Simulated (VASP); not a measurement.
# CdS (Fdd2) in VASP: a series of runs

Runs on CdS. Level: PBE. Tasks: relaxation of shape and atoms at fixed volume, single point.

All numbers are computed with VASP 6.6.1; they aren't measurements. Logs are shortened: lines on timing, memory, paths and dates and some standing lists are left out, and cuts for length are marked.

**1. The cell of the first run**

Symmetry: Fdd2, No. 43, orthorhombic system. Conventional cell: a = 3.840 Å, b = 7.484 Å, c = 12.690 Å, α = 90.00°, β = 90.00°, γ = 90.00°. Within 3.4 Å of Cd (site symmetry 2) lie 4 S at 2.56 to 2.57 Å. Within 3.4 Å of S (site symmetry 2) lie 4 Cd at 2.56 to 2.57 Å.

**2. Relaxation of shape and atoms at fixed volume, PBE (22.79 Å³/atom)**

The input, INCAR:

```
ALGO     = Normal         # electronic algorithm
EDIFF    = 1E-6           # SCF threshold, eV
EDIFFG   = -0.01          # ionic threshold
ENCUT    = 600            # plane-wave cutoff, eV
GGA      = PE             # functional
IBRION   = 2              # ionic algorithm
ISIF     = 4              # what is computed and relaxed
ISMEAR   = 0              # smearing method
LASPH    = True           # aspherical terms in the spheres
LCHARG   = False          # write CHGCAR
LREAL    = False          # projectors in reciprocal space
LWAVE    = False          # write WAVECAR
NELM     = 60             # most SCF steps
NSW      = 50             # ionic steps
PREC     = Accurate       # precision mode
SIGMA    = 0.02           # smearing width, eV
```

The input, KPOINTS:

```
k-points
0
Gamma
  8 8 8
```

The input, POSCAR:

```
CdS
1.0
    0.0000000000      3.7418564995      6.3449408267
    1.9200254164      0.0000000000      6.3449408267
    1.9200254164      3.7418564995      0.0000000000
Cd S
2 2
Direct
    0.5676016634      0.5676016634      0.9323983366
    0.3176016634      0.3176016634      0.6823983366
    0.6823983366      0.6823983366      0.3176016634
    0.9323983366      0.9323983366      0.5676016634
```

Potentials or basis: VASP PAW PBE potentials, release 64 (Cd, S).

Started as:

```bash
cat potpaw_PBE.64/Cd/POTCAR potpaw_PBE.64/S/POTCAR > POTCAR
mpirun -np 1 vasp_std > vasp.out
```

OUTCAR:

```text
EDIFF = 1E-6
   EDIFFG = -0.01
   ENCUT = 600
   GGA = PE
   IBRION = 2
   ISIF = 4
   ISMEAR = 0
   LASPH = True
   LREAL = False
   NELM = 60
   NSW = 50
   PREC = Accurate

 ion  position               nearest neighbor table
   1  0.568  0.568  0.932-   3 2.56   3 2.56   4 2.57   4 2.57
   2  0.318  0.318  0.682-   4 2.56   4 2.56   3 2.57   3 2.57
   3  0.682  0.682  0.318-   1 2.56   1 2.56   2 2.57   2 2.57
   4  0.932  0.932  0.568-   2 2.56   2 2.56   1 2.57   1 2.57

  LATTYP: Found a face centered orthorhombic cell.
 ALAT       =     3.8400508328
 B/A-ratio  =     1.9488577951
 C/A-ratio  =     3.3046129351

  Lattice vectors:

 A1 = (   0.0000000000,   3.7418564995,   6.3449408267)
 A2 = (   1.9200254164,   0.0000000000,   6.3449408267)
 A3 = (   1.9200254164,   3.7418564995,   0.0000000000)

Analysis of symmetry for initial positions (statically):
=====================================================================
 Subroutine PRICEL returns:
 Original cell was already a primitive cell.

 Routine SETGRP: Setting up the symmetry group for a
 face centered orthorhombic supercell.

 Subroutine GETGRP returns: Found  4 space group operations
 (whereof  2 operations were pure point group operations)
 out of a pool of  8 trial point group operations.

The static configuration has the point symmetry C_2 .
 The point group associated with its full space group is C_2v.

Analysis of symmetry for dynamics (positions and initial velocities):
=====================================================================
 Subroutine PRICEL returns:
 Original cell was already a primitive cell.

 Routine SETGRP: Setting up the symmetry group for a
 face centered orthorhombic supercell.

 Subroutine GETGRP returns: Found  4 space group operations
 (whereof  2 operations were pure point group operations)
 out of a pool of  8 trial point group operations.

The dynamic configuration has the point symmetry C_2 .
 The point group associated with its full space group is C_2v.

 Subroutine INISYM returns: Found  4 space group operations
 (whereof  2 operations are pure point group operations),
 and found     1 'primitive' translations

----------------------------------------------------------------------------------------

                                     Primitive cell

  volume of cell :      91.1699

  direct lattice vectors                    reciprocal lattice vectors
     0.000000000  3.741856499  6.344940827    -0.260413219  0.133623510  0.078802941
     1.920025416  0.000000000  6.344940827     0.260413219 -0.133623510  0.078802941
     1.920025416  3.741856499  0.000000000     0.260413219  0.133623510 -0.078802941

  length of vectors
     7.366122736  6.629085283  4.205708937     0.303117454  0.303117454  0.303117454

  position of ions in fractional coordinates (direct lattice)
     0.567601663  0.567601663  0.932398337
     0.317601663  0.317601663  0.682398337
     0.682398337  0.682398337  0.317601663
     0.932398337  0.932398337  0.567601663

  ion indices of the primitive-cell ions
   primitive index   ion index
                 1           1
                 2           2
                 3           3
                 4           4

----------------------------------------------------------------------------------------

 KPOINTS: k-points

Automatic generation of k-mesh.
 Grid dimensions read from file:
 generate k-points for:    8    8    8

 Generating k-lattice:

  Cartesian coordinates                     Fractional coordinates (reciprocal lattice)
    -0.032551652  0.016702939  0.009850368     0.125000000  0.000000000  0.000000000
     0.032551652 -0.016702939  0.009850368     0.000000000  0.125000000  0.000000000
     0.032551652  0.016702939 -0.009850368     0.000000000  0.000000000  0.125000000

  Length of vectors
     0.037889682  0.037889682  0.037889682

  Shift w.r.t. Gamma in fractional coordinates (k-lattice)
     0.000000000  0.000000000  0.000000000

 Subroutine IBZKPT returns following result:
 ===========================================

 Found     95 irreducible k-points:

 Following reciprocal coordinates:
            Coordinates               Weight
  0.000000  0.000000  0.000000      1.000000
  0.125000  0.000000  0.000000      8.000000
  0.250000  0.000000  0.000000      8.000000
  0.375000  0.000000  0.000000      8.000000
  0.500000  0.000000  0.000000      4.000000
  0.125000  0.125000  0.000000      2.000000
[... 16 lines left out ...]
  0.250000  0.000000  0.125000      8.000000
  0.375000  0.000000  0.125000      8.000000
 [... further k-points ...]
   k-points           NKPTS =     95   k-points in BZ     NKDIM =     95   number of bands    NBANDS=     22
   number of dos      NEDOS =    301   number of ions     NIONS =      4
   total plane-waves  NPLWV = 116640
   dimension x,y,z NGX =    60 NGY =   54 NGZ =   36
   dimension x,y,z NGXF=   120 NGYF=  108 NGZF=   72
   ions per type =               2   2
   NGX,Y,Z   is equivalent  to a cutoff of  13.54, 13.54, 14.23 a.u.
   NGXF,Y,Z  is equivalent  to a cutoff of  27.08, 27.08, 28.46 a.u.
 SYSTEM =  unknown system
   PREC   = accura    normal or accurate (medium, high low for compatibility)
   ISTART =      0    job   : 0-new  1-cont  2-samecut
   ICHARG =      2    charge: 1-file 2-atom 10-const
   ISPIN  =      1    spin polarized calculation?
   LNONCOLLINEAR =      F non collinear calculations
   LSORBIT =      F    spin-orbit coupling
   LASPH  =      T    aspherical Exc in radial PAW
   ENCUT  =  600.0 eV  44.10 Ry    6.64 a.u.  14.71 13.24  8.40*2*pi/ulx,y,z
   NELM   =     60;   NELMIN=  2; NELMDL= -5     # of ELM steps
   EDIFF  = 0.1E-05   stopping-criterion for ELM
   LREAL  =      F    real-space projection
   EDIFFG = -.1E-01   stopping-criterion for IOM
   NSW    =     50    number of steps for IOM
   IBRION =      2    ionic relax: 0-MD 1-quasi-New 2-CG
   NFREE  =      1    steps in history (QN), initial steepest desc. (CG)
   ISIF   =      4    stress and relaxation
   ISYM   =      2    0-nonsym 1-usesym 2-fastsym
   POTIM  = 0.5000    time-step for ionic-motion
   TEBEG  =    0.0;   TEEND  =   0.0 temperature during run
   PSTRESS=    0.0 pullay stress
   NELECT =      36.0000    total number of electrons
   NUPDOWN=      -1.0000    fix difference up-down
   EMIN   =  10.00;   EMAX   =-10.00  energy-range for DOS
   EFERMI =   0.00;   METHOD = LEGACY
   ISMEAR =     0;   SIGMA  =   0.02  broadening in eV -4-tet -1-fermi 0-gaus
   EFERMI_NEDOS =   21; number of points for ismear=-14 and -15
   IALGO  =     38    algorithm
   IMIX   =      4    mixing-type and parameters
     AMIX     =   0.40;   BMIX     =  1.00
     AMIX_MAG =   1.60;   BMIX_MAG =  1.00
  volume/ion in A,a.u.               =      22.79       153.81
  Fermi-wavevector in a.u.,A,eV,Ry     =   1.201043  2.269642 19.626452  1.442504
  Thomas-Fermi vector in A             =   2.336862
   LORBIT       =      0    0 simple, 1 ext, 2 COOP (PROOUT), +10 PAW based schemes
   GGA     = PE    functional components
   LHFCALC =     F    Hartree Fock is set to
   AEXX    =    0.0000 exact exchange contribution
   IVDW    =     0    specifies the selected vdW correction
   LEPSILON=     F    determine dielectric tensor
   LRPA    =     F    only Hartree local field effects (RPA)
 conjugate gradient relaxation of ions
 non-spin polarized calculation
 Gauss-broadening in eV      SIGMA  =   0.02
  energy-cutoff  :      600.00
  volume of cell :       91.17
 maximum number of plane-waves:      3073
   NGX = 29   NGY = 27   NGZ = 17

--------------------------------------- Ionic step        1  -------------------------------------------

 number of electron      36.0000001 magnetization

 Free energy of the ion-electron system (eV)
  ---------------------------------------------------
  ext. energy  EPLUGINS =         0.00000000
  ---------------------------------------------------
  free energy    TOTEN  =       -11.79820300 eV

  energy without entropy =      -11.79820300  energy(sigma->0) =      -11.79820300

------------------------ aborting loop because EDIFF is reached ----------------------------------------

  FORCE on cell =-STRESS in cart. coord.  units (eV):
  Direction    XX          YY          ZZ          XY          YZ          ZX
  --------------------------------------------------------------------------------------
  -------------------------------------------------------------------------------------
  Total        1.3995744      1.0800895      1.4550126      0.0000000      0.0000000      0.0000000
  in kB       24.5954577     18.9809810     25.5697007      0.0000000      0.0000000      0.0000000
  external PRESSURE =      23.0487132 kB  Pullay stress =       0.0000000 kB
[... 251 lines left out ...]
  energy  without entropy=      -11.7995403751  energy(sigma->0) =      -11.79954038

--------------------------------------- Ionic step        8  -------------------------------------------

 number of electron      36.0000000 magnetization

 Free energy of the ion-electron system (eV)
  ---------------------------------------------------
  ext. energy  EPLUGINS =         0.00000000
  ---------------------------------------------------
  free energy    TOTEN  =       -11.79959709 eV

  energy without entropy =      -11.79959709  energy(sigma->0) =      -11.79959709

 E-fermi :   2.0796     XC(G=0):  -9.7389

 val. band max:        1.9849843211   @ k =   0.0000   0.0000   0.0000
 cond. band min:       2.7996833128   @ k =   0.0000   0.0000   0.0000
 fundamental gap:      0.8146989917
 Fermi energy:         2.0795585582

 k-point     1 :       0.0000    0.0000    0.0000
  band No.  band energies     occupation
      1     -10.5512      2.00000
      2      -9.7401      2.00000
      3      -5.9406      2.00000
      4      -5.7498      2.00000
      5      -5.7032      2.00000
      6      -5.6450      2.00000
[... 574 lines left out ...]
      6      -5.5973      2.00000
[... 14 lines left out ...]
     21       6.7122      0.00000
     22       8.0974      0.00000

 [... further k-points ...]

------------------------ aborting loop because EDIFF is reached ----------------------------------------

  FORCE on cell =-STRESS in cart. coord.  units (eV):
  Direction    XX          YY          ZZ          XY          YZ          ZX
  --------------------------------------------------------------------------------------
  -------------------------------------------------------------------------------------
  Total        1.2607640      1.2212037      1.2157809      0.0000000      0.0000000      0.0000000
  in kB       22.1560690     21.4608554     21.3655572      0.0000000      0.0000000      0.0000000
  external PRESSURE =      21.6608272 kB  Pullay stress =       0.0000000 kB
[... 19 lines left out ...]
  FREE ENERGIE OF THE ION-ELECTRON SYSTEM (eV)
  ---------------------------------------------------
  free  energy   TOTEN  =       -11.7995970929 eV

  energy  without entropy=      -11.7995970929  energy(sigma->0) =      -11.79959709

 reached required accuracy - stopping structural energy minimisation
```

It took 10 min on 1 thread of Intel Xeon 6975P-C (Granite Rapids), shared host; peak memory 0.47 GiB.

What came out:

| Quantity | Value |
| --- | --- |
| Free energy | -11.7996 eV |
| Energy gained by relaxing | 0.3 meV/atom |
| Ionic steps | 8 |
| Pressure after relaxing | 2.2 GPa |
| Largest force after relaxing | 0.005 eV/Å |
| Band gap on the k mesh | 0.81 eV |

Forces on the atoms (eV/Å):
```
Cd   0.000  0.000 -0.005
Cd   0.000  0.000 -0.005
S    0.000  0.000  0.005
S    0.000  0.000  0.005
```

The path:
| step | energy change (eV) | largest force (eV/Å) | pressure (GPa) | volume (Å³) |
| --- | --- | --- | --- | --- |
| 1 | 0.0000 | 0.0265 | 2.30 | 91.17 |
| 2 | -0.0008 | 0.0063 | 2.26 | 91.17 |
| 3 | -0.0009 | 0.0245 | 2.22 | 91.17 |
| 4 | -0.0009 | 0.0285 | 2.22 | 91.17 |
| 5 | -0.0011 | 0.0224 | 2.20 | 91.17 |
| 6 | -0.0013 | 0.0081 | 2.16 | 91.17 |
| 7 | -0.0013 | 0.0101 | 2.17 | 91.17 |
| 8 | -0.0014 | 0.0047 | 2.17 | 91.17 |

Final structure:
```
CELL_PARAMETERS angstrom
0.00000 3.71170 6.38900
1.92228 0.00000 6.38900
1.92228 3.71170 0.00000
ATOMIC_POSITIONS crystal
Cd 0.56741 0.56741 0.93259
Cd 0.31741 0.31741 0.68259
S 0.68259 0.68259 0.31741
S 0.93259 0.93259 0.56741
```

Levels at points of the mesh, in eV from the valence-band top:
| k point | band 14 | band 15 | band 16 | band 17 | band 18 | band 19 | band 20 | band 21 | band 22 |
| --- | --- | --- | --- | --- | --- | --- | --- | --- | --- |
| (0.00, 0.00, 0.00) | -1.59 | -0.56 | -0.30 | -0.23 | 0.00 | 0.81 | 3.70 | 6.09 | 7.01 |
| (0.50, 0.00, 0.00) | -3.54 | -2.26 | -1.77 | -1.11 | -0.77 | 2.69 | 3.19 | 4.28 | 6.52 |
| (0.50, 0.50, 0.00) | -2.90 | -1.02 | -1.02 | -0.24 | -0.24 | 3.10 | 3.10 | 6.39 | 6.39 |
| (0.50, 0.00, 0.50) | -3.62 | -2.52 | -2.52 | -0.71 | -0.71 | 3.73 | 3.73 | 5.54 | 5.54 |
| (0.00, 0.50, 0.50) | -4.47 | -1.13 | -1.13 | -0.71 | -0.71 | 2.57 | 2.57 | 5.99 | 5.99 |

A k mesh can miss the band edges.

**3. Single point, PBE**

This run uses another cell than the first one, of 23.50 Å³/atom.

The input, INCAR:

```
PREC = Accurate
ENCUT = 520
EDIFF = 1E-7
ISMEAR = 0
SIGMA = 0.02
LREAL = F
LASPH = T
NELM = 100
ALGO = Normal
ISIF = 2
LWAVE = F
LCHARG = T
GGA = PE
LELF = T
LVHAR = T
NBANDS = 26
```

The input, KPOINTS:

```
regular mesh
0
Gamma
  8 8 8
```

The input, POSCAR:

```
CdS
1.0
    0.0000000000      3.7800413460      6.4096895929
    1.9396188657      0.0000000000      6.4096895929
    1.9396188657      3.7800413460      0.0000000000
Cd S
2 2
Direct
    0.5676016634      0.5676016634      0.9323983366
    0.3176016634      0.3176016634      0.6823983366
    0.6823983366      0.6823983366      0.3176016634
    0.9323983366      0.9323983366      0.5676016634
```

Potentials or basis: VASP PAW PBE potentials, release 64 (Cd, S).

Started as:

```bash
cat potpaw_PBE.64/Cd/POTCAR potpaw_PBE.64/S/POTCAR > POTCAR
mpirun -np 1 vasp_std > vasp.out
```

Wall time 9.5 min (1 thread of Intel Xeon 8259CL, shared host); peak memory 0.4 GiB.

The run converged. Its results:

```
Free energy            : -11.8221 eV
Pressure               : 0.4 GPa
Largest force          : 0.006 eV/Å
Band gap on the k mesh : 0.75 eV
```

Forces in eV/Å, atoms in the order of the input:
```
Cd   0.000  0.000  0.006
Cd   0.000  0.000  0.006
S    0.000  0.000 -0.006
S    0.000  0.000 -0.006
```

Stress tensor (GPa, compression positive):
```
0.39 0.00 0.00
0.00 0.29 0.00
0.00 0.00 0.38
```

Levels at points of the mesh, in eV from the valence-band top:
```csv
k point,band 14,band 15,band 16,band 17,band 18,band 19,band 20,band 21,band 22,band 23
"(0.00, 0.00, 0.00)",-1.55,-0.49,-0.22,-0.19,0.00,0.75,3.65,5.95,6.94,7.27
"(0.50, 0.00, 0.00)",-3.37,-2.15,-1.67,-1.05,-0.70,2.68,3.23,4.33,6.45,7.11
"(0.50, 0.50, 0.00)",-2.77,-0.98,-0.98,-0.21,-0.21,3.03,3.03,6.31,6.31,8.13
"(0.50, 0.00, 0.50)",-3.49,-2.37,-2.37,-0.63,-0.63,3.73,3.73,5.57,5.57,7.18
"(0.00, 0.50, 0.50)",-4.30,-1.02,-1.02,-0.64,-0.64,2.60,2.60,6.04,6.04,6.98
```

A k mesh can miss the band edges.

(Continued in part 2 of 2.)
